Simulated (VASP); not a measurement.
KCl: single point with PBE

Crystal: KCl.

```
K Cl
1.0
     5.49762    0.00000    0.00000
    -2.74881    4.76108    0.00000
     0.00000    0.00000    6.44530
K Cl
2 2
Direct
  0.33333 0.66667 0.93750
  0.66667 0.33333 0.43750
  0.33333 0.66667 0.43750
  0.66667 0.33333 0.93750
```

```yaml
Program: VASP 6.6.1
Task: single point
Functional: PBE
Potentials_or_basis: VASP PAW PBE potentials, release 64 (K_sv, Cl)
Cutoff: 520 eV
k_mesh: 6 × 6 × 4
Occupations: gaussian, width 0.01 eV
Spin: no spin polarisation
```

```json
{
 "Pressure": "-0.6 GPa",
 "Band gap on the k mesh": "4.59 eV"
}
```

Stress tensor (GPa, compression positive):
```
-0.60  0.00  0.00
 0.00 -0.60  0.00
 0.00  0.00 -0.73
```

Levels at points of the mesh, in eV from the valence-band top:
```csv
k point,band 14,band 15,band 16,band 17,band 18,band 19
"(0.00, 0.00, 0.00)",-0.22,-0.22,0.00,4.59,7.71,8.14
"(0.50, 0.00, 0.00)",-0.34,-0.18,-0.11,6.36,6.89,7.25
"(0.00, 0.00, 0.50)",-0.30,-0.30,-0.30,5.82,5.82,9.20
"(0.50, 0.00, 0.50)",-0.26,-0.22,-0.22,6.76,6.76,8.14
```

Run time: 35 s on 1 thread of Intel(R) Xeon(R) 6975P-C (Granite Rapids), on a shared host, peak memory 0.3 GiB.

A k mesh can miss the band edges.
